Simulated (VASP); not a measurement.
C, 1 atom in the cell. The structure is tetragonal, space group P4/mmm (No. 123). The conventional cell has a = 1.625 Å, b = 1.625 Å, c = 3.933 Å, α = 90.00°, β = 90.00°, γ = 90.00°. C (site symmetry 4/mmm) has 4 C at 1.62 Å within 2.2 Å. The cell was generated, and may not be a known phase.

```yaml
Program: VASP 6.6.1
Task: relaxation of cell and atoms
Functional: PBE
Potentials_or_basis: VASP PAW PBE potentials, release 64 (C)
Cutoff: 600 eV
k_mesh: 34 × 34 × 14
Occupations: gaussian, width 0.1 eV
Spin: no spin polarisation
Dipole_correction: no
Further_INCAR_settings: ALGO = Normal; EDIFF = 1e-06; IBRION = 2; EDIFFG = -0.01; NSW = 100; ISIF = 3
```

Potentials or basis: VASP PAW PBE potentials, release 64 (C).

The run is started by

```console
$ cat potpaw_PBE.64/C/POTCAR > POTCAR
$ mpirun -np 1 vasp_std > vasp.out
```

Hardware: 1 thread of Intel Xeon 8259CL, on a shared host.

Question: Estimate the wall time of this run.

Answer: Wall time 2.9 min on 1 thread of Intel Xeon 8259CL (shared host), peak memory 0.2 GiB. Counts: scf iterations 29, k points 1368, ion steps 5.
